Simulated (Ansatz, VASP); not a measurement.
## CdS: VASP beside Ansatz

The input POSCAR:

```
CdS
1.0
    0.0000000000      2.9392148400      2.9392148400
    2.9392148400      0.0000000000      2.9392148400
    2.9392148400      2.9392148400      0.0000000000
Cd S
1 1
Direct
    0.0000000000      0.0000000000      0.0000000000
    0.2500000000      0.2500000000      0.2500000000
```

File INCAR.step1:

```
ALGO = Normal
EDIFF = 1E-5
ENCUT = 520
GGA = PE
ISIF = 2
ISMEAR = 0
LASPH = T
LREAL = F
LWAVE = T
NBANDS = 16
NELM = 100
PREC = Accurate
SIGMA = 0.01
```

The input INCAR.step2:

```
AEXX = 0.75
ALGO = Normal
EDIFF = 1E-6
ENCUT = 520
GGA = PE
HFSCREEN = 0.5
ISIF = 2
ISMEAR = 0
ISTART = 1
LASPH = T
LCHARG = T
LELF = T
LHFCALC = T
LREAL = F
LVHAR = T
LWAVE = F
NBANDS = 16
NELM = 100
PREC = Accurate
PRECFOCK = Normal
SIGMA = 0.01
```

File KPOINTS:

```
k-points
0
Gamma
  4 4 4
```

Input for Ansatz:

```yaml
crystal:
  lattice:
    - [0.0, 2.93921484, 2.93921484]
    - [2.93921484, 0.0, 2.93921484]
    - [2.93921484, 2.93921484, 0.0]
  atoms:
    - { symbol: Cd, position: [0.0, 0.0, 0.0] }
    - { symbol: S, position: [0.25, 0.25, 0.25] }
kpoints:
  mp_grid: { grid: [4, 4, 4] }
hamiltonian:
  xc: { exchange: pbe, correlation: pbe, exx: { coeff: 0.75, omega: 0.5 } }
scf:
  occupations: { method: fixed }
  n_extra_bands: 4
output:
  forces: true
  stress: true
  eigenvalues: true
```

Alike in both runs: task single point; functional PBE-based screened hybrid; k mesh 4 × 4 × 4; no spin polarisation.

|  | VASP | Ansatz |
| --- | --- | --- |
| version | VASP 6.6.1 | Ansatz 0.2.0 |
| potentials or method | VASP PAW PBE potentials, release 64 (Cd, S) | plane waves |
| plane-wave cutoff (eV) | 520 | 420 |
| occupations | gaussian, width 0.01 eV | fixed |
| valence electrons in the cell | 18 | 26 |

Ansatz gave:

| Item | Value |
| --- | --- |
| gap on the k mesh at the Fermi level (eV) | 2.76 |
| pressure (GPa) | -0.2 |

Problem. What did VASP give for the same quantities?

Solution. gap on the k mesh at the Fermi level (eV): 2.76; pressure (GPa): 0.1.

VASP's potentials were made for PBE, not for PBE-based screened hybrid. VASP's potentials hold 18 valence electrons a cell and Ansatz's 26, so a difference there can come from the potentials and not from the codes. Ansatz's warnings: stress exchange threshold loose, stress scf threshold loose.

The k mesh is coarse, so the values compare programs but aren't converged.
